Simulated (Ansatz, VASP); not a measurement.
# BP: VASP beside Ansatz

The input INCAR:

```
SYSTEM = BP
ALGO = Normal
EDIFF = 1E-6
ENCUT = 520
GGA = PE
ISIF = 2
ISMEAR = 0
LASPH = .TRUE.
LCHARG = .FALSE.
LREAL = .FALSE.
LWAVE = .FALSE.
NBANDS = 11
NELM = 80
PREC = Accurate
SIGMA = 0.05
```

Contents of KPOINTS:

```
k-points
0
G
  12 12 12
  0 0 0
```

The input POSCAR:

```
BP
1.0
    0.0000000000      2.1361690485      2.3148775992
    2.3148775992      0.0000000000      2.3148775992
    2.3148775992      2.1361690485      0.0000000000
B P
1 1
Direct
    0.0000000000      0.0000000000      0.0000000000
    0.7500000000      0.7500000000      0.7500000000
```

Input for Ansatz:

```yaml
crystal:
  lattice:
    - [0.0, 2.1361690485, 2.3148775992]
    - [2.3148775992, 0.0, 2.3148775992]
    - [2.3148775992, 2.1361690485, 0.0]
  atoms:
    - { symbol: B, position: [0.0, 0.0, 0.0] }
    - { symbol: P, position: [0.75, 0.75, 0.75] }
basis:
  ecutwfc: 520.0
kpoints:
  mp_grid: { grid: [12, 12, 12] }
hamiltonian:
  xc: pbe
scf:
  occupations: { method: gaussian, width: 0.05 }
output:
  forces: true
  stress: true
  eigenvalues: true
```

Alike in both runs: task single point; functional PBE; k mesh 12 × 12 × 12; occupations gaussian, width 0.05 eV; no spin polarisation.

```csv
,VASP,Ansatz
version,VASP 6.6.1,Ansatz 0.2.0
potentials or method,"VASP PAW PBE potentials, release 64 (B, P), cutoff 520 eV","scalar-relativistic, plane waves, PAW"
valence electrons in the cell,8,8
```

|  | VASP | Ansatz | Ansatz less VASP |
| --- | --- | --- | --- |
| gap on the k mesh at the Fermi level (eV) | 0.02 | 0.03 | +0.006 |
| least direct gap on the mesh (eV) | 2.67 | 2.68 | +0.005 |
| pressure (GPa) | 4.2 | 4.5 | +0.25 |
| traceless stress, the component that is largest in VASP (GPa) | 12.91 | 12.90 | -0.016 |
